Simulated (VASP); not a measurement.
Input of a VASP 6.6.1 run:

POSCAR

```
CuO
1.0
    2.2967863347     -1.6784226623      0.0000000000
    2.2967863347      1.6784226623      0.0000000000
   -0.8429827377      0.0000000000      4.9561566325
Cu O
2 2
Direct
    0.0032000000      0.4968000000      0.0000000000
    0.4968000000      0.0032000000      0.5000000000
    0.5714000000      0.4056000000      0.2537000000
    0.4056000000      0.5714000000      0.7537000000
```

File INCAR.step1:

```
ALGO = Normal
EDIFF = 1E-4
ENCUT = 520
GGA = PE
ISMEAR = -1
LASPH = True
LCHARG = False
LREAL = False
LWAVE = True
NBANDS = 25
NELM = 60
PREC = Accurate
SIGMA = 0.05
```

Contents of INCAR.step2:

```
ALGO = Normal
EDIFF = 1E-6
ENCUT = 520
ISIF = 2
ISMEAR = -1
ISTART = 1
LASPH = True
LCHARG = False
LMIXTAU = True
LREAL = False
LWAVE = False
METAGGA = R2SCAN
NBANDS = 25
NELM = 60
PREC = Accurate
SIGMA = 0.05
```

File KPOINTS:

```
k-points
0
Gamma
  10 10 5
```

Potentials or basis: VASP PAW PBE potentials, release 64 (Cu, O).

Command:

```sh
$ cat potpaw_PBE.64/Cu/POTCAR potpaw_PBE.64/O/POTCAR > POTCAR
$ cp INCAR.step1 INCAR
$ mpirun -np 1 vasp_std > vasp.out
$ cp INCAR.step2 INCAR
$ mpirun -np 1 vasp_std > vasp.out
```

Problem. Estimate the band gap on the k mesh.

Solution. Zero (bands 17 and 18 overlap by 0.60 eV).

Problem. Predict the largest force.

Solution. 0.969 eV/Å.

Problem. Estimate the pressure.

Solution. 12.8 GPa.

Forces on the atoms (eV/Å):
```
Cu  -0.792  0.458  0.321
Cu  -0.792 -0.458  0.321
O    0.792  0.076 -0.321
O    0.792 -0.076 -0.321
```

Caveat: the cell stands under pressure; the PAW data sets were made with another functional, which shifts forces and pressure a little; semilocal functionals often make such compounds metallic where correlation or magnetic order opens a gap, which also shifts bond lengths. With open d or f shells a metallic result of r2SCAN can be an artefact of self-interaction; +U or a hybrid may open a gap.
